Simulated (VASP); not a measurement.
Wanted: the native input for a VASP 6.6.1 run.

```
Task                   : single point
Functional             : revPBE
Potentials or basis    : VASP PAW PBE potentials, release 64 (Co)
Cutoff                 : 520 eV
k mesh                 : 21 × 21 × 14
Occupations            : fermi-dirac, width 0.1 eV
Spin                   : no spin polarisation
Dipole correction      : no
Further INCAR settings : ALGO = Normal; EDIFF = 1e-06; NBANDS = 16
```

The structure of Co lies in POSCAR:

```
Co
1.0
   -2.7373426765      2.3822686536      1.1559066899
    2.3822686536     -2.7373426765      1.1559066899
    1.9999196451      1.9999196451     -1.8062254132
Co
2
Direct
    0.9886644562      0.0113355438      1.0000000000
    0.7613355438      0.2386644562      0.5000000000
```

This cell differs from its parent crystal: volume scaled by 0.92.

One way to write it, as run:

INCAR

```
ALGO = Normal
EDIFF = 1E-6
ENCUT = 520
GGA = RE
ISIF = 2
ISMEAR = -1
LASPH = T
LCHARG = F
LREAL = F
LWAVE = F
NBANDS = 16
NELM = 80
PREC = Accurate
SIGMA = 0.1
```

KPOINTS

```
k-points
0
Gamma
  21 21 14
```

Potentials or basis: VASP PAW PBE potentials, release 64 (Co).

Launch:

```sh
$ cat potpaw_PBE.64/Co/POTCAR > POTCAR
$ mpirun -np 1 vasp_std > vasp.out
```

Results of the run:

```
Pressure               : 20.6 GPa
Largest force          : 0.227 eV/Å
Band gap on the k mesh : zero (band 9 reaches 12.00 eV, above the bottom of band 10 at 10.61 eV)
```

Caveat: the PAW data sets were made with another functional, which shifts forces and pressure a little; the run has no spin polarisation, though such a crystal can be magnetic.

Run time: 7.5 min on 1 thread of AMD EPYC 9R14 (Zen 4) (shared host), peak memory 0.52 GiB.
